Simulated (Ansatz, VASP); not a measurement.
## One calculation of Zn, two programs

The input INCAR:

```
SYSTEM = Zn
PREC = Accurate
ENCUT = 520
EDIFF = 1E-6
ISMEAR = -1
SIGMA = 0.1
LREAL = .FALSE.
LASPH = .TRUE.
NELM = 60
ALGO = Normal
ISIF = 2
LWAVE = .FALSE.
LCHARG = .FALSE.
GGA = RE
NBANDS = 19
```

KPOINTS

```
Automatic mesh
0
G
  17 17 8
  0 0 0
```

POSCAR

```
Zn
1.0
   -1.9694630210      1.6507273261      1.2992836523
    1.6507273261     -1.9694630210      1.2992836523
    3.2912891255      3.2912891255     -1.8830486612
Zn
2
Direct
    0.9471678800      0.0528321200      0.0000000000
    0.8028321200      0.1971678800      0.5000000000
```

Input for Ansatz:

```yaml
crystal:
  lattice:
    - [-1.969463021, 1.6507273261, 1.2992836523]
    - [1.6507273261, -1.969463021, 1.2992836523]
    - [3.2912891255, 3.2912891255, -1.8830486612]
  atoms:
    - { symbol: Zn, position: [0.94716788, 0.05283212, 0.0] }
    - { symbol: Zn, position: [0.80283212, 0.19716788, 0.5] }
hamiltonian:
  xc: revpbe
  pseudopotentials:
    kind: paw
    azcp:
      Zn: "pseudopotentials/Zn.paw.azcp"
basis:
  ecutwfc: 420
  fft_grid_basis: typed
kpoints:
  mp_grid: { grid: [17, 17, 8], shift: [0, 0, 0] }
magnetization:
  spin_polarized: false
scf:
  occupations: { method: fermi_dirac, width: 0.1 }
  lower_state_search: "off"
output:
  stress: true
```

Alike in both runs: task single point; functional revPBE; k mesh 17 × 17 × 8; occupations fermi-dirac, width 0.1 eV; no spin polarisation.

|  | VASP | Ansatz |
| --- | --- | --- |
| version | VASP 6.6.1 | Ansatz 0.2.0 |
| potentials or method | VASP PAW PBE potentials, release 64 (Zn), cutoff 520 eV | plane waves (420 eV) with PAW, scalar-relativistic |
| valence electrons in the cell | 24 | 24 |

```tsv
	VASP	Ansatz	Ansatz less VASP
pressure (GPa)	7.2	6.7	-0.44
traceless stress, the component that is largest in VASP (GPa)	1.91	1.84	-0.072
```

VASP's potentials were made for PBE, not for revPBE. The functional is the same, so the differences come from potentials, cutoffs and numerics.
